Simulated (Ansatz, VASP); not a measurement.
## One calculation of CuPb2S2Cl2, two programs

The input INCAR:

```
SYSTEM = CuPb2S2Cl2
PREC = Accurate
ENCUT = 520
EDIFF = 1E-6
ISMEAR = -1
SIGMA = 0.05
LREAL = .False.
LASPH = .True.
NELM = 100
ALGO = Normal
ISIF = 2
LWAVE = .False.
LCHARG = .False.
GGA = PE
NBANDS = 42
```

The input KPOINTS:

```
regular mesh
0
Gamma
  8 8 8
  0 0 0
```

Contents of POSCAR:

```
CuPb2S2Cl2
1.0
   -2.2500270000      2.2500270000      8.1009720000
    2.2500270000     -2.2500270000      8.1009720000
    2.2500270000      2.2500270000     -8.1009720000
Pb Cu Cl S
2 1 2 2
Direct
    0.6633550000      0.6633550000      0.0000000000
    0.3366450000      0.3366450000      0.0000000000
    0.0000000000      0.0000000000      0.0000000000
    0.0000000000      0.5000000000      0.5000000000
    0.5000000000      0.0000000000      0.5000000000
    0.8313830000      0.8313830000      0.0000000000
    0.1686170000      0.1686170000      0.0000000000
```

The input input.yaml:

```yaml
crystal:
  lattice:
    - [-2.250027, 2.250027, 8.100972]
    - [2.250027, -2.250027, 8.100972]
    - [2.250027, 2.250027, -8.100972]
  atoms:
    - { symbol: Pb, position: [0.663355, 0.663355, 0.0] }
    - { symbol: Pb, position: [0.336645, 0.336645, 0.0] }
    - { symbol: Cu, position: [0.0, 0.0, 0.0] }
    - { symbol: Cl, position: [0.0, 0.5, 0.5] }
    - { symbol: Cl, position: [0.5, 0.0, 0.5] }
    - { symbol: S, position: [0.831383, 0.831383, 0.0] }
    - { symbol: S, position: [0.168617, 0.168617, 0.0] }
hamiltonian:
  xc: pbe
  pseudopotentials: { kind: paw }
kpoints:
  mp_grid: { grid: [8, 8, 8] }
scf:
  occupations: { method: fermi_dirac, width: 0.05 }
output:
  forces: true
  stress: true
  eigenvalues: true
  write_density: true
  write_potential: true
  elf: true
  volumetric_format: npy
```

Alike in both runs: task single point; functional PBE; k mesh 8 × 8 × 8; occupations fermi-dirac, width 0.05 eV; no spin polarisation.

|  | VASP | Ansatz |
| --- | --- | --- |
| version | VASP 6.6.1 | Ansatz 0.2.0 |
| potentials or method | VASP PAW PBE potentials, release 64 (Pb_d, Cu, Cl, S) | Ansatz PAW |
| plane-wave cutoff (eV) | 520 | 420 |
| valence electrons in the cell | 65 | 73 |

VASP gave:

| Property | Result |
| --- | --- |
| gap on the k mesh at the Fermi level (eV) | none |
| pressure (GPa) | 0.7 |
| rms of the force components (eV/Å) | 0.023 |

Problem. Estimate Ansatz's values.

Solution. gap on the k mesh at the Fermi level (eV): none; pressure (GPa): 0.7; rms of the force components (eV/Å): 0.022.

Atom by atom the forces differ by 0.002 eV/Å (rms over components). A gap of «none» marks a metal or a gap that the smearing closes. The functional is the same, so the differences come from potentials, cutoffs and numerics. VASP's potentials hold 65 valence electrons a cell and Ansatz's 73, so a difference there can come from the potentials and not from the codes.

Neither program's run includes spin-orbit coupling.
